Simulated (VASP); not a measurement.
Input of a VASP 6.6.1 run:

The input INCAR:

```
PREC = Accurate
ENCUT = 520
EDIFF = 1E-6
ISMEAR = -1
SIGMA = 0.02
LREAL = F
LASPH = T
NELM = 100
ALGO = Normal
ISIF = 2
LWAVE = F
LCHARG = F
GGA = PE
NBANDS = 63
```

File KPOINTS:

```
Automatic mesh
0
Gamma
  4 4 6
```

POSCAR

```
CaCd3F8
1.0
    3.8216626725     -5.4017712101      0.0000000000
    3.8216626725      5.4017712101      0.0000000000
    0.0000000000      0.0000000000      3.8173613037
Cd F Ca
3 8 1
Direct
    0.0000000000      0.5000000000      0.0000000000
    0.5000000000      0.5000000000      0.5000000000
    0.5000000000      0.0000000000      0.0000000000
    0.3759955432      0.1256797814      0.5000000000
    0.1256797814      0.3759955432      0.5000000000
    0.8743623526      0.1256376474      0.0000000000
    0.6248468183      0.3751531817      0.0000000000
    0.3751531817      0.6248468183      0.0000000000
    0.1256376474      0.8743623526      0.0000000000
    0.8743202186      0.6240044568      0.5000000000
    0.6240044568      0.8743202186      0.5000000000
    0.0000000000      0.0000000000      0.5000000000
```

Potentials or basis: VASP PAW PBE potentials, release 64 (Cd, F, Ca_sv).

Command:

```sh
$ cat potpaw_PBE.64/Cd/POTCAR potpaw_PBE.64/F/POTCAR potpaw_PBE.64/Ca_sv/POTCAR > POTCAR
$ mpirun -np 1 vasp_std > vasp.out
```

Problem. Predict the band gap on the k mesh.

Solution. 3.64 eV (least direct gap 3.76 eV).

Problem. Predict the largest force.

Solution. 0.108 eV/Å.

Problem. Estimate the pressure.

Solution. 5.5 GPa.

Forces on the atoms (eV/Å):
```
Cd   0.000  0.000  0.000
Cd   0.000  0.000  0.000
Cd   0.000  0.000  0.000
F   -0.073  0.053  0.000
F   -0.073 -0.053  0.000
F    0.000 -0.108  0.000
F    0.000  0.000  0.000
F    0.000  0.000  0.000
F    0.000  0.108  0.000
F    0.073  0.053  0.000
F    0.073 -0.053  0.000
Ca   0.000  0.000  0.000
```

Caveat: the cell stands under pressure. A k mesh can miss the band edges.
